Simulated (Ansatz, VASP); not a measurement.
Mg2C: VASP beside Ansatz

The input POSCAR:

```
Mg2C
1.0
    0.0000000000      2.5482860610      2.5482860610
    2.5482860610      0.0000000000      2.5482860610
    2.5482860610      2.5482860610      0.0000000000
C Mg
1 2
Direct
    0.0000000000      0.0000000000      0.0000000000
    0.2500000000      0.2500000000      0.2500000000
    0.7500000000      0.7500000000      0.7500000000
```

Contents of INCAR.step1:

```
SYSTEM = Mg2C
PREC     = Accurate       ! precision mode
ENCUT    = 520            ! plane-wave cutoff, eV
ISMEAR   = 0              ! smearing method
SIGMA    = 0.01           ! smearing width, eV
LREAL    = .FALSE.        ! projectors in reciprocal space
LASPH    = .TRUE.         ! aspherical terms in the spheres
NELM     = 100            ! most SCF steps
NBANDS   = 11             ! bands
GGA      = PE             ! functional
ALGO     = Normal         ! electronic algorithm
EDIFF    = 1E-4           ! SCF threshold, eV
LWAVE    = .TRUE.         ! write WAVECAR
LCHARG   = .FALSE.        ! write CHGCAR
```

The input INCAR.step2:

```
SYSTEM = Mg2C
PREC     = Accurate       ! precision mode
ENCUT    = 520            ! plane-wave cutoff, eV
EDIFF    = 1E-7           ! SCF threshold, eV
ISMEAR   = 0              ! smearing method
SIGMA    = 0.01           ! smearing width, eV
LREAL    = .FALSE.        ! projectors in reciprocal space
LASPH    = .TRUE.         ! aspherical terms in the spheres
NELM     = 100            ! most SCF steps
ALGO     = Normal         ! electronic algorithm
ISIF     = 2              ! what is computed and relaxed
LWAVE    = .FALSE.        ! write WAVECAR
LCHARG   = .FALSE.        ! write CHGCAR
METAGGA  = R2SCAN         ! meta-GGA
LMIXTAU  = .TRUE.       
NBANDS   = 11             ! bands
ISTART   = 1
```

File KPOINTS:

```
Automatic mesh
0
G
  8 8 8
  0 0 0
```

Input for Ansatz:

```yaml
crystal:
  lattice:
    - [0.0, 2.548286061, 2.548286061]
    - [2.548286061, 0.0, 2.548286061]
    - [2.548286061, 2.548286061, 0.0]
  atoms:
    - { symbol: C, position: [0.0, 0.0, 0.0] }
    - { symbol: Mg, position: [0.25, 0.25, 0.25] }
    - { symbol: Mg, position: [0.75, 0.75, 0.75] }
kpoints:
  mp_grid: { grid: [8, 8, 8] }
  band_path:
    path:
      - [0.0, 0.0, 0.0]
      - [0.5, 0.0, 0.5]
      - [0.625, 0.25, 0.625]
      - [0.375, 0.375, 0.75]
      - [0.5, 0.5, 0.5]
      - [0.5, 0.25, 0.75]
      - [-0.083333, 0.0, 0.083333]
      - [0.0, 0.5, 0.5]
    npoints: 1
hamiltonian:
  xc: r2scan
scf:
  occupations: { method: fixed }
  n_extra_bands: 4
output:
  forces: true
  stress: true
  eigenvalues: true
```

Change from the starting cell: hydrostatic strain -6.0%.

Alike in both runs: task single point; functional r2SCAN; k mesh 8 × 8 × 8; no spin polarisation.

```csv
,VASP,Ansatz
version,VASP 6.6.1,Ansatz 0.2.0
potentials or method,"VASP PAW PBE potentials, release 64 (C, Mg)","plane waves, PAW"
plane-wave cutoff (eV),520,500
occupations,"gaussian, width 0.01 eV",fixed
valence electrons in the cell,8,24
```

```tsv
	VASP	Ansatz	Ansatz less VASP
gap on the k mesh at the Fermi level (eV)	1.13	1.14	+0.011
pressure (GPa)	26.1	26.3	+0.22
```

VASP's potentials were made for PBE, not for r2SCAN. VASP's potentials hold 8 valence electrons a cell and Ansatz's 24, so a difference there can come from the potentials and not from the codes.
